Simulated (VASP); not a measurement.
## Fe: single point with PBE

The system is Fe.

```
Fe
1.0
    -1.41631    1.41631    1.41631
     1.41631   -1.41631    1.41631
     1.41631    1.41631   -1.41631
Fe
1
Direct
  0.00000 0.00000 0.00000
```

```json
{"Program": "VASP 6.6.1", "Task": "single point", "Functional": "PBE", "Potentials or basis": "VASP PAW PBE potentials, release 64 (Fe)", "Cutoff": "520 eV", "k mesh": "15 × 15 × 15", "Occupations": "fermi-dirac, width 1 eV", "Spin": "collinear spin, ferromagnetic start", "Starting moments": "[2.208] μB"}
```

The pressure is 16.3 GPa and the band gap on the k mesh is zero (filled and empty bands overlap). The net moment is 0.00 μB per cell. The valence electrons inside the program's atomic spheres are Fe 7.28.

Levels at points of the mesh, in eV from the Fermi level:
Spin up:
```
           k point  band 2  band 3  band 4  band 5  band 6  band 7
(0.00, 0.00, 0.00)   -1.73   -1.73   -1.73   -0.14   -0.14   24.43
```
Spin down:
```csv
k point,band 1,band 2,band 3,band 4,band 5,band 6,band 7,band 8
"(0.00, 0.00, 0.00)",-8.81,-1.73,-1.73,-1.73,-0.14,-0.14,24.43,24.43
```

Wall time 22 s on 1 thread of Intel(R) Xeon(R) Platinum 8559C (Emerald Rapids), on a shared host, peak memory 0.14 GiB.

Caveat: the starting moments collapsed, and a magnetic state may lie lower.
